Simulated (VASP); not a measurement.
# Mo (P6/mmm) in VASP: a series of runs

The runs below take Mo through single point, with PBEsol.

Program: VASP 6.6.1. These are calculated values, not measurements. Logs are shortened: lines on timing, memory, paths and dates and some standing lists are left out, and cuts for length are marked.

## 1. The cell of the first run

Symmetry: P6/mmm, No. 191, hexagonal system. Conventional cell: a = 2.888 Å, b = 2.888 Å, c = 2.293 Å, α = 90.00°, β = 90.00°, γ = 120.00°. Within 3.0 Å of Mo (site symmetry 6/mmm) lie 8 Mo at 2.29 to 2.89 Å.

## 2. Single point, PBEsol

INCAR reads:

```
SYSTEM = Mo
PREC = Accurate ; ENCUT = 520
EDIFF = 1E-6 ; ISMEAR = 0
SIGMA = 0.15 ; LREAL = .False.
LASPH = .True. ; NELM = 80
ALGO = Fast ; ISIF = 2
LWAVE = .False. ; LCHARG = .False.
GGA = PS ; NBANDS = 13
```

KPOINTS reads:

```
Automatic mesh
0
Gamma
  24 24 20
  0 0 0
```

POSCAR reads:

```
Mo
1.0
    2.8877885796      0.0000000000      0.0000000000
   -1.4438942898      2.5008982707      0.0000000000
    0.0000000000      0.0000000000      2.2928073694
Mo
1
Direct
    0.0000000000      0.0000000000      0.5000000000
```

Potentials or basis: VASP PAW PBE potentials, release 64 (Mo_sv).

Command:

```console
$ cat potpaw_PBE.64/Mo_sv/POTCAR > POTCAR
$ mpirun -np 1 vasp_std > vasp.out
```

OUTCAR:

```text
SYSTEM = Mo
   PREC = Accurate
   ENCUT = 520
   EDIFF = 1E-6
   ISMEAR = 0
   LREAL = .False.
   LASPH = .True.
   NELM = 80
   ISIF = 2
   GGA = PS

 ion  position               nearest neighbor table
   1  0.000  0.000  0.500-

  LATTYP: Found a hexagonal cell.
 ALAT       =     2.8877885796
 C/A-ratio  =     0.7939664924

  Lattice vectors:

 A1 = (   2.8877885796,   0.0000000000,   0.0000000000)
 A2 = (  -1.4438942898,   2.5008982707,   0.0000000000)
 A3 = (   0.0000000000,   0.0000000000,   2.2928073694)

Analysis of symmetry for initial positions (statically):
=====================================================================
 Subroutine PRICEL returns:
 Original cell was already a primitive cell.

 Routine SETGRP: Setting up the symmetry group for a
 hexagonal supercell.

 Subroutine GETGRP returns: Found 24 space group operations
 (whereof 24 operations were pure point group operations)
 out of a pool of 24 trial point group operations.

The static configuration has the point symmetry D_6h.

Analysis of symmetry for dynamics (positions and initial velocities):
=====================================================================
 Subroutine PRICEL returns:
 Original cell was already a primitive cell.

 Routine SETGRP: Setting up the symmetry group for a
 hexagonal supercell.

 Subroutine GETGRP returns: Found 24 space group operations
 (whereof 24 operations were pure point group operations)
 out of a pool of 24 trial point group operations.

The dynamic configuration has the point symmetry D_6h.

 Subroutine INISYM returns: Found 24 space group operations
 (whereof 24 operations are pure point group operations),
 and found     1 'primitive' translations

----------------------------------------------------------------------------------------

                                     Primitive cell

  volume of cell :      16.5588

  direct lattice vectors                    reciprocal lattice vectors
     2.887788580  0.000000000  0.000000000     0.346285738  0.199928164  0.000000000
    -1.443894290  2.500898271  0.000000000     0.000000000  0.399856328  0.000000000
     0.000000000  0.000000000  2.292807369     0.000000000  0.000000000  0.436146540

  length of vectors
     2.887788580  2.887788580  2.292807369     0.399856328  0.399856328  0.436146540

  position of ions in fractional coordinates (direct lattice)
     0.000000000  0.000000000  0.500000000

[... 78 lines left out ...]
   NSW    =      0    number of steps for IOM
   IBRION =     -1    ionic relax: 0-MD 1-quasi-New 2-CG
   NFREE  =      0    steps in history (QN), initial steepest desc. (CG)
   ISIF   =      2    stress and relaxation
   ISYM   =      2    0-nonsym 1-usesym 2-fastsym
   POTIM  = 0.5000    time-step for ionic-motion
   TEBEG  =    0.0;   TEEND  =   0.0 temperature during run
   PSTRESS=    0.0 pullay stress
   NELECT =      14.0000    total number of electrons
   NUPDOWN=      -1.0000    fix difference up-down
   EMIN   =  10.00;   EMAX   =-10.00  energy-range for DOS
   EFERMI =   0.00;   METHOD = LEGACY
   ISMEAR =     0;   SIGMA  =   0.15  broadening in eV -4-tet -1-fermi 0-gaus
   EFERMI_NEDOS =   21; number of points for ismear=-14 and -15
   IALGO  =     68    algorithm
   IMIX   =      4    mixing-type and parameters
     AMIX     =   0.40;   BMIX     =  1.00
     AMIX_MAG =   1.60;   BMIX_MAG =  1.00
  volume/ion in A,a.u.               =      16.56       111.74
  Fermi-wavevector in a.u.,A,eV,Ry     =   1.548013  2.925320 32.604229  2.396343
  Thomas-Fermi vector in A             =   2.653024
   LORBIT       =      0    0 simple, 1 ext, 2 COOP (PROOUT), +10 PAW based schemes
   GGA     = PS    functional components
   LHFCALC =     F    Hartree Fock is set to
   AEXX    =    0.0000 exact exchange contribution
   IVDW    =     0    specifies the selected vdW correction
   LEPSILON=     F    determine dielectric tensor
   LRPA    =     F    only Hartree local field effects (RPA)
 non-spin polarized calculation
 RMM-DIIS sequential band-by-band and
 Gauss-broadening in eV      SIGMA  =   0.15
  energy-cutoff  :      520.00
  volume of cell :       16.56
 maximum number of plane-waves:       464
 NGX is ok and might be reduce to    24

 number of electron      13.9999997 magnetization

 Free energy of the ion-electron system (eV)
  ---------------------------------------------------
  ext. energy  EPLUGINS =         0.00000000
  ---------------------------------------------------
  free energy    TOTEN  =       -10.68768237 eV

  energy without entropy =      -10.67751655  energy(sigma->0) =      -10.68259946

 E-fermi :  11.2021     XC(G=0): -13.0764

 val. band max:       11.1956260100   @ k =   0.1667  -0.0000   0.1500
 cond. band min:      11.2032739389   @ k =   0.0833   0.0833   0.2000
 fundamental gap:      0.0076479288
 Fermi energy:        11.2020505839

 k-point     1 :       0.0000    0.0000    0.0000
  band No.  band energies     occupation
      1     -49.7275      2.00000
      2     -23.2315      2.00000
      3     -23.2315      2.00000
      4     -21.8156      2.00000
      5       4.6250      2.00000
      6       6.5731      2.00000
      7      10.1034      2.00000
      8      10.1034      2.00000
      9      16.4831      0.00000
     10      16.4831      0.00000
     11      23.1287      0.00000
     12      30.1367      0.00000
     13      30.1367      0.00000
[... 354 lines left out ...]
  band No.  band energies     occupation
      1     -49.6041      2.00000
      2     -24.1109      2.00000
      3     -23.4483      2.00000
      4     -21.7434      2.00000
      5       6.5956      2.00000
      6       7.2286      2.00000
      7      11.5457      0.00120
      8      14.6906      0.00000
      9      14.7171      0.00000
     10      16.0720      0.00000
     11      19.7275      0.00000
     12      23.0855      0.00000
     13      30.2670      0.00000

 [... further k-points ...]
[... 5 lines left out ...]
  --------------------------------------------------------------------------------------
  -------------------------------------------------------------------------------------
  Total       -1.2161699     -1.2161699      3.7509411     -0.0000000     -0.0000000      0.0000000
  in kB     -117.6727343   -117.6727343    362.9291423     -0.0000000     -0.0000000      0.0000000
  external PRESSURE =      42.5278912 kB  Pullay stress =       0.0000000 kB

 VOLUME and BASIS-vectors are now :
 -----------------------------------------------------------------------------
  energy-cutoff  :      520.00
  volume of cell :       16.56
      direct lattice vectors                 reciprocal lattice vectors
     2.887788580  0.000000000  0.000000000     0.346285738  0.199928164  0.000000000
    -1.443894290  2.500898271  0.000000000     0.000000000  0.399856328  0.000000000
     0.000000000  0.000000000  2.292807369     0.000000000  0.000000000  0.436146540

 POSITION                                       TOTAL-FORCE (eV/Angst)
 -----------------------------------------------------------------------------------
      0.00000      0.00000      1.14640         0.000000      0.000000      0.000000
 -----------------------------------------------------------------------------------
    total drift:                               -0.000000      0.000000      0.000000

  FREE ENERGIE OF THE ION-ELECTRON SYSTEM (eV)
  ---------------------------------------------------
  free  energy   TOTEN  =       -10.6876823717 eV

  energy  without entropy=      -10.6775165495  energy(sigma->0) =      -10.68259946
```

It took 52 s on 1 thread of Intel Xeon Platinum 8375C at 2.90GHz (Ice Lake), shared host; peak memory 0.24 GiB.

Results:

* Free energy: -10.6877 eV
* Pressure: 4.3 GPa
* Band gap on the k mesh: zero (band 7 reaches 11.93 eV, above the bottom of band 8 at 10.10 eV)

Levels at points of the mesh, in eV from the Fermi level:
```
           k point  band 3  band 4  band 5  band 6  band 7  band 8  band 9  band 10  band 11  band 12
(0.00, 0.00, 0.00)  -34.43  -33.02   -6.58   -4.63   -1.10   -1.10    5.28     5.28    11.93    18.93
(0.50, 0.00, 0.00)  -34.64  -32.95   -4.67   -3.97    0.52    3.37    3.50     4.89     8.52    11.96
(0.00, 0.00, 0.50)  -33.97  -33.97   -2.27   -0.96   -0.96    0.59    0.59     1.54    14.20    16.92
(0.50, 0.00, 0.50)  -34.73  -34.16   -5.55   -1.95   -1.92    4.28    7.12     7.36     7.61    16.78
```

Caveat: the PAW data sets were made with another functional, which shifts forces and pressure a little.

## 3. Single point, PBEsol

This run uses another cell than the first one, of the same volume but with other edges.

INCAR reads:

```
SYSTEM = Mo
PREC = Accurate
ENCUT = 520
EDIFF = 1E-6
ISMEAR = 0
SIGMA = 0.15
LREAL = .False.
LASPH = .True.
NELM = 80
ALGO = Fast
ISIF = 2
LWAVE = .False.
LCHARG = .False.
GGA = PS
NBANDS = 13
```

KPOINTS reads:

```
regular mesh
0
Gamma
  24 24 20
  0 0 0
```

POSCAR reads:

```
Mo
1.0
    2.5742138411      0.0000000000      0.0000000000
   -1.2871069206      2.2293345812      0.0000000000
    0.0000000000      0.0000000000      2.8854205188
Mo
1
Direct
    0.0000000000      0.0000000000      0.5000000000
```

Potentials or basis: VASP PAW PBE potentials, release 64 (Mo_sv).

Command:

```console
$ cat potpaw_PBE.64/Mo_sv/POTCAR > POTCAR
$ mpirun -np 1 vasp_std > vasp.out
```

It took 68 s on 1 thread of Intel Xeon Platinum 8375C at 2.90GHz (Ice Lake), shared host; peak memory 0.24 GiB.

It converged, with:

* Free energy: -10.5306 eV
* Pressure: 7.0 GPa
* Band gap on the k mesh: zero (band 7 reaches 12.99 eV, above the bottom of band 8 at 10.66 eV)

Stress tensor (GPa, compression positive):
```
 19.87   0.00   0.00
  0.00  19.87   0.00
  0.00   0.00 -18.66
```

Levels at points of the mesh, in eV from the Fermi level:
```csv
k point,band 5,band 6,band 7,band 8,band 9,band 10
"(0.00, 0.00, 0.00)",-6.81,-4.36,-0.86,-0.86,3.90,3.90
"(0.50, 0.00, 0.00)",-5.47,-1.98,-1.32,1.97,2.79,5.81
"(0.00, 0.00, 0.50)",-4.78,-1.25,-0.56,-0.56,2.53,2.53
"(0.50, 0.00, 0.50)",-5.21,-4.82,0.95,4.85,5.77,5.91
```

Caveat: the PAW data sets were made with another functional, which shifts forces and pressure a little.

## 4. Single point, PBEsol

This run uses another cell than the first one, of the same volume but with other edges.

INCAR reads:

```
PREC = Accurate
ENCUT = 520
EDIFF = 1E-6
ISMEAR = 0
SIGMA = 0.15
LREAL = False
LASPH = True
NELM = 100
ALGO = Fast
ISIF = 2
LWAVE = False
LCHARG = False
GGA = PS
NBANDS = 13
```

KPOINTS reads:

```
Automatic mesh
0
Gamma
  24 24 20
```

POSCAR reads:

```
Mo
1.0
    2.8126072637      0.0000000000      0.0000000000
   -1.4063036318      2.4357893412      0.0000000000
    0.0000000000      0.0000000000      2.4170195880
Mo
1
Direct
    0.0000000000      0.0000000000      0.5000000000
```

Command:

```console
$ cat potpaw_PBE.64/Mo_sv/POTCAR > POTCAR
$ mpirun -np 1 vasp_std > vasp.out
```

Run time: 55 s. Hardware: 1 thread of Intel Xeon Platinum 8375C at 2.90GHz (Ice Lake), shared host; peak memory 0.24 GiB.

The run converged. Its results:

| Quantity | Value |
| --- | --- |
| Free energy | -10.8471 eV |
| Pressure | -2.4 GPa |
| Band gap on the k mesh | zero (band 7 reaches 12.07 eV, above the bottom of band 8 at 10.35 eV) |

Stress tensor (GPa, compression positive):
```
-7.24  0.00  0.00
 0.00 -7.24  0.00
 0.00  0.00  7.15
```

Levels at points of the mesh, in eV from the Fermi level:
```csv
k point,band 4,band 5,band 6,band 7,band 8,band 9,band 10,band 11
"(0.00, 0.00, 0.00)",-33.62,-6.65,-4.40,-0.92,-0.92,4.66,4.66,12.51
"(0.50, 0.00, 0.00)",-33.51,-4.72,-3.54,0.79,2.27,3.94,4.14,9.38
"(0.00, 0.00, 0.50)",-34.01,-3.00,-0.01,-0.01,0.29,0.29,0.83,12.18
"(0.50, 0.00, 0.50)",-34.24,-5.38,-2.63,-1.13,4.53,6.67,6.92,7.40
```

Caveat: the PAW data sets were made with another functional, which shifts forces and pressure a little.

[end of part 1 of 2]
